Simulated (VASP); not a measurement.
# Fe (Im-3m) in VASP: a series of runs

Fe is run at these levels: PBE; tasks: single point.

All numbers are computed with VASP 6.6.1; they aren't measurements. Logs are shortened: lines on timing, memory, paths and dates and some standing lists are left out, and cuts for length are marked.

## Step 1: The cell of the first run

The structure is cubic, space group Im-3m (No. 229). The conventional cell has a = 2.833 Å, b = 2.833 Å, c = 2.833 Å, α = 90.00°, β = 90.00°, γ = 90.00°. Fe (site symmetry m-3m) has 14 Fe at 2.45 to 2.83 Å within 3.2 Å.

## Step 2: Single point, PBE, collinear spin, ferromagnetic start

File INCAR:

```
SYSTEM = Fe
PREC = Accurate
ENCUT = 520
EDIFF = 1E-6
ISMEAR = -1
SIGMA = 0.05
LREAL = .FALSE.
LASPH = .TRUE.
NELM = 150
ALGO = Normal
ISIF = 2
LWAVE = .FALSE.
LCHARG = .FALSE.
ISPIN = 2
MAGMOM = 2.226
LORBIT = 11
LMAXMIX = 4
GGA = PE
NBANDS = 14
```

File KPOINTS:

```
regular mesh
0
G
  25 25 25
  0 0 0
```

File POSCAR:

```
Fe
1.0
   -1.4163059769      1.4163059769      1.4163059769
    1.4163059769     -1.4163059769      1.4163059769
    1.4163059769      1.4163059769     -1.4163059769
Fe
1
Direct
    0.0000000000      0.0000000000      0.0000000000
```

Potentials or basis: VASP PAW PBE potentials, release 64 (Fe).

Started as:

```bash
> cat potpaw_PBE.64/Fe/POTCAR > POTCAR
> mpirun -np 1 vasp_std > vasp.out
```

OUTCAR:

```text
SYSTEM = Fe
   PREC = Accurate
   ENCUT = 520
   EDIFF = 1E-6
   ISMEAR = -1
   LREAL = .FALSE.
   LASPH = .TRUE.
   NELM = 150
   ISIF = 2
   ISPIN = 2
   LORBIT = 11
   GGA = PE

 ion  position               nearest neighbor table
   1  0.000  0.000  0.000-

  LATTYP: Found a body centered cubic cell.
 ALAT       =     2.8326119538

  Lattice vectors:

 A1 = (  -1.4163059769,   1.4163059769,   1.4163059769)
 A2 = (   1.4163059769,  -1.4163059769,   1.4163059769)
 A3 = (   1.4163059769,   1.4163059769,  -1.4163059769)

Analysis of symmetry for initial positions (statically):
=====================================================================
 Subroutine PRICEL returns:
 Original cell was already a primitive cell.

 Routine SETGRP: Setting up the symmetry group for a
 body centered cubic supercell.

 Subroutine GETGRP returns: Found 48 space group operations
 (whereof 48 operations were pure point group operations)
 out of a pool of 48 trial point group operations.

The static configuration has the point symmetry O_h .

Analysis of symmetry for dynamics (positions and initial velocities):
=====================================================================
 Subroutine PRICEL returns:
 Original cell was already a primitive cell.

 Routine SETGRP: Setting up the symmetry group for a
 body centered cubic supercell.

 Subroutine GETGRP returns: Found 48 space group operations
 (whereof 48 operations were pure point group operations)
 out of a pool of 48 trial point group operations.

The dynamic configuration has the point symmetry O_h .

Analysis of structural, dynamic, and magnetic symmetry:
=====================================================================
 Subroutine PRICEL returns:
 Original cell was already a primitive cell.

 Routine SETGRP: Setting up the symmetry group for a
 body centered cubic supercell.

 Subroutine GETGRP returns: Found 48 space group operations
 (whereof 48 operations were pure point group operations)
 out of a pool of 48 trial point group operations.

The overall configuration has the point symmetry O_h .

 Subroutine INISYM returns: Found 48 space group operations
 (whereof 48 operations are pure point group operations),
 and found     1 'primitive' translations

----------------------------------------------------------------------------------------

                                     Primitive cell

  volume of cell :      11.3640

  direct lattice vectors                    reciprocal lattice vectors
    -1.416305977  1.416305977  1.416305977     0.000000000  0.353031060  0.353031060
     1.416305977 -1.416305977  1.416305977     0.353031060  0.000000000  0.353031060
     1.416305977  1.416305977 -1.416305977     0.353031060  0.353031060  0.000000000

  length of vectors
     2.453113911  2.453113911  2.453113911     0.499261313  0.499261313  0.499261313

  position of ions in fractional coordinates (direct lattice)
     0.000000000  0.000000000  0.000000000

  ion indices of the primitive-cell ions
   primitive index   ion index
                 1           1

----------------------------------------------------------------------------------------

 KPOINTS: regular mesh

Automatic generation of k-mesh.
 Grid dimensions read from file:
 generate k-points for:   25   25   25

 Generating k-lattice:

  Cartesian coordinates                     Fractional coordinates (reciprocal lattice)
     0.000000000  0.014121242  0.014121242     0.040000000  0.000000000  0.000000000
     0.014121242  0.000000000  0.014121242     0.000000000  0.040000000  0.000000000
     0.014121242  0.014121242  0.000000000     0.000000000  0.000000000  0.040000000

  Length of vectors
     0.019970453  0.019970453  0.019970453

  Shift w.r.t. Gamma in fractional coordinates (k-lattice)
     0.000000000  0.000000000  0.000000000

 Subroutine IBZKPT returns following result:
 ===========================================

 Found    455 irreducible k-points:

 Following reciprocal coordinates:
            Coordinates               Weight
  0.000000  0.000000  0.000000      1.000000
  0.040000  0.000000  0.000000     12.000000
  0.080000  0.000000  0.000000     12.000000
  0.120000  0.000000  0.000000     12.000000
  0.160000  0.000000  0.000000     12.000000
  0.200000  0.000000  0.000000     12.000000
[... 16 lines left out ...]
  0.400000  0.040000  0.000000     48.000000
  0.440000  0.040000  0.000000     48.000000
 [... further k-points ...]
   k-points           NKPTS =    455   k-points in BZ     NKDIM =    455   number of bands    NBANDS=     14
   number of dos      NEDOS =    301   number of ions     NIONS =      1
   total plane-waves  NPLWV =   5832
   dimension x,y,z NGX =    18 NGY =   18 NGZ =   18
   dimension x,y,z NGXF=    36 NGYF=   36 NGZF=   36
   ions per type =               1
   NGX,Y,Z   is equivalent  to a cutoff of  12.20, 12.20, 12.20 a.u.
   NGXF,Y,Z  is equivalent  to a cutoff of  24.40, 24.40, 24.40 a.u.
 SYSTEM =  Fe
   PREC   = accura    normal or accurate (medium, high low for compatibility)
   ISTART =      0    job   : 0-new  1-cont  2-samecut
   ICHARG =      2    charge: 1-file 2-atom 10-const
   ISPIN  =      2    spin polarized calculation?
   LNONCOLLINEAR =      F non collinear calculations
   LSORBIT =      F    spin-orbit coupling
   LASPH  =      T    aspherical Exc in radial PAW
   ENCUT  =  520.0 eV  38.22 Ry    6.18 a.u.   4.56  4.56  4.56*2*pi/ulx,y,z
   NELM   =    150;   NELMIN=  2; NELMDL= -5     # of ELM steps
   EDIFF  = 0.1E-05   stopping-criterion for ELM
   LREAL  =      F    real-space projection
   EDIFFG = 0.1E-04   stopping-criterion for IOM
   NSW    =      0    number of steps for IOM
   IBRION =     -1    ionic relax: 0-MD 1-quasi-New 2-CG
   NFREE  =      0    steps in history (QN), initial steepest desc. (CG)
   ISIF   =      2    stress and relaxation
   ISYM   =      2    0-nonsym 1-usesym 2-fastsym
   POTIM  = 0.5000    time-step for ionic-motion
   TEBEG  =    0.0;   TEEND  =   0.0 temperature during run
   PSTRESS=    0.0 pullay stress
   NELECT =       8.0000    total number of electrons
   NUPDOWN=      -1.0000    fix difference up-down
   EMIN   =  10.00;   EMAX   =-10.00  energy-range for DOS
   EFERMI =   0.00;   METHOD = LEGACY
   ISMEAR =    -1;   SIGMA  =   0.05  broadening in eV -4-tet -1-fermi 0-gaus
   EFERMI_NEDOS =   21; number of points for ismear=-14 and -15
   IALGO  =     38    algorithm
   IMIX   =      4    mixing-type and parameters
     AMIX     =   0.40;   BMIX     =  1.00
     AMIX_MAG =   1.60;   BMIX_MAG =  1.00
  volume/ion in A,a.u.               =      11.36        76.69
  Fermi-wavevector in a.u.,A,eV,Ry     =   1.456334  2.752073 28.856726  2.120910
  Thomas-Fermi vector in A             =   2.573265
   LORBIT       =     11    0 simple, 1 ext, 2 COOP (PROOUT), +10 PAW based schemes
   GGA     = PE    functional components
   LHFCALC =     F    Hartree Fock is set to
   AEXX    =    0.0000 exact exchange contribution
   IVDW    =     0    specifies the selected vdW correction
   LEPSILON=     F    determine dielectric tensor
   LRPA    =     F    only Hartree local field effects (RPA)
 spin polarized calculation
  energy-cutoff  :      520.00
  volume of cell :       11.36
 maximum number of plane-waves:       321
   NGX =  9   NGY =  9   NGZ =  9

 number of electron       8.0000009 magnetization       2.1817171

 Free energy of the ion-electron system (eV)
  ---------------------------------------------------
  ext. energy  EPLUGINS =         0.00000000
  ---------------------------------------------------
  free energy    TOTEN  =        -8.24665761 eV

  energy without entropy =       -8.23844641  energy(sigma->0) =       -8.24255201

 E-fermi :   5.8160     XC(G=0): -13.1156

 val. band max:        5.8119388189   @ k =  -0.4400  -0.4400   0.1200
 cond. band min:       5.8171751408   @ k =   0.4400   0.0800   0.0400
 fundamental gap:      0.0052363219
 Fermi energy:         5.8159824873

 spin component 1

 k-point     1 :       0.0000    0.0000    0.0000
  band No.  band energies     occupation
      1      -2.6100      1.00000
      2       3.5223      1.00000
      3       3.5223      1.00000
      4       3.5223      1.00000
      5       4.7294      1.00000
      6       4.7294      1.00000
      7      30.8399      0.00000
      8      30.8399      0.00000
      9      30.8399      0.00000
     10      35.9201      0.00000
     11      35.9201      0.00000
     12      38.2242      0.00000
     13      38.2243      0.00000
     14      38.2243      0.00000

 k-point     2 :       0.0400    0.0000    0.0000
  band No.  band energies     occupation
      1      -2.5435      1.00000
      2       3.5040      1.00000
      3       3.5213      1.00000
      4       3.5581      1.00000
      5       4.7106      1.00000
      6       4.7308      1.00000
      7      30.3720      0.00000
      8      30.7467      0.00000
      9      30.7903      0.00000
     10      35.5716      0.00000
     11      36.1686      0.00000
     12      36.9278      0.00000
     13      37.0858      0.00000
     14      38.4040      0.00000
[... 343 lines left out ...]
      1       0.9256      1.00000
      2       2.5097      1.00000
      3       4.6283      1.00000
      4       4.8456      1.00000
      5       5.3670      0.99987
      6       6.2746      0.00010
      7      14.5917      0.00000
      8      24.2131      0.00000
      9      26.1470      0.00000
     10      29.7355      0.00000
     11      33.4390      0.00000
     12      39.8515      0.00000
     13      42.6281      0.00000
     14      48.5015      0.00000

 k-point    24 :       0.4400    0.0400    0.0000
  band No.  band energies     occupation
      1       0.9361      1.00000
      2       2.4636      1.00000
      3       4.7491      1.00000
      4       4.8458      1.00000
      5       5.7260      0.85807
      6       6.6426      0.00000
      7      13.5733      0.00000
      8      23.9853      0.00000
      9      25.8257      0.00000
     10      29.6848      0.00000
     11      33.4507      0.00000
     12      39.9884      0.00000
     13      43.8912      0.00000
     14      46.9576      0.00000

 [... further k-points ...]

 spin component 2

 k-point     1 :       0.0000    0.0000    0.0000
  band No.  band energies     occupation
      1      -2.4442      1.00000
      2       5.4209      0.99963
      3       5.4210      0.99963
      4       5.4210      0.99963
      5       7.4764      0.00000
      6       7.4766      0.00000
      7      30.5880      0.00000
      8      30.5880      0.00000
      9      30.5880      0.00000
     10      36.1186      0.00000
     11      36.1186      0.00000
     12      38.8740      0.00000
     13      38.8740      0.00000
     14      38.8740      0.00000

 k-point     2 :       0.0400    0.0000    0.0000
  band No.  band energies     occupation
      1      -2.3774      1.00000
      2       5.3990      0.99976
      3       5.4175      0.99965
      4       5.4599      0.99919
      5       7.4518      0.00000
      6       7.4780      0.00000
      7      30.1973      0.00000
      8      30.5155      0.00000
      9      30.5643      0.00000
     10      35.8467      0.00000
     11      36.3925      0.00000
     12      37.7634      0.00000
     13      37.8706      0.00000
     14      39.0317      0.00000
[... 343 lines left out ...]
      1       2.0525      1.00000
      2       4.2176      1.00000
      3       5.7673      0.72593
      4       7.2972      0.00000
      5       7.7426      0.00000
      6       8.2782      0.00000
      7      15.7354      0.00000
      8      24.3346      0.00000
      9      26.7305      0.00000
     10      30.1663      0.00000
     11      34.0873      0.00000
     12      39.9715      0.00000
     13      42.8999      0.00000
     14      49.1550      0.00000

 k-point    24 :       0.4400    0.0400    0.0000
  band No.  band energies     occupation
      1       2.1782      1.00000
      2       4.1636      1.00000
      3       6.1358      0.00167
      4       7.3187      0.00000
      5       7.7811      0.00000
      6       8.4717      0.00000
      7      14.8599      0.00000
      8      24.0979      0.00000
      9      26.3908      0.00000
     10      30.1327      0.00000
     11      34.1122      0.00000
     12      40.0509      0.00000
     13      44.1806      0.00000
     14      47.5990      0.00000

 [... further k-points ...]

------------------------ aborting loop because EDIFF is reached ----------------------------------------

  FORCE on cell =-STRESS in cart. coord.  units (eV):
  Direction    XX          YY          ZZ          XY          YZ          ZX
  --------------------------------------------------------------------------------------
  -------------------------------------------------------------------------------------
  Total       -0.0504020     -0.0504020     -0.0504020      0.0000000      0.0000000     -0.0000000
  in kB       -7.1060307     -7.1060307     -7.1060307      0.0000000      0.0000000     -0.0000000
  external PRESSURE =      -7.1060307 kB  Pullay stress =       0.0000000 kB

 VOLUME and BASIS-vectors are now :
 -----------------------------------------------------------------------------
  energy-cutoff  :      520.00
  volume of cell :       11.36
      direct lattice vectors                 reciprocal lattice vectors
    -1.416305977  1.416305977  1.416305977     0.000000000  0.353031060  0.353031060
     1.416305977 -1.416305977  1.416305977     0.353031060  0.000000000  0.353031060
     1.416305977  1.416305977 -1.416305977     0.353031060  0.353031060  0.000000000

 POSITION                                       TOTAL-FORCE (eV/Angst)
 -----------------------------------------------------------------------------------
      0.00000      0.00000      0.00000         0.000000      0.000000     -0.000000
 -----------------------------------------------------------------------------------
    total drift:                                0.000000     -0.000000      0.000000

  FREE ENERGIE OF THE ION-ELECTRON SYSTEM (eV)
  ---------------------------------------------------
  free  energy   TOTEN  =        -8.2466576087 eV

  energy  without entropy=       -8.2384464149  energy(sigma->0) =       -8.24255201

 total charge

# of ion       s       p       d       tot
------------------------------------------
    1        0.487   0.541   6.240   7.267

 magnetization (x)

# of ion       s       p       d       tot
------------------------------------------
    1       -0.013  -0.055   2.248   2.179
```

Wall time 3.6 min (1 thread of AMD EPYC 7R13, shared host); peak memory 0.18 GiB.

What came out:

```
Free energy                                           : -8.2467 eV
Pressure                                              : -0.7 GPa
Net moment                                            : 2.18 μB per cell
Site moments                                          : Fe +2.18 μB
Valence electrons inside the program's atomic spheres : Fe 7.27
```

[end of part 1 of 2]
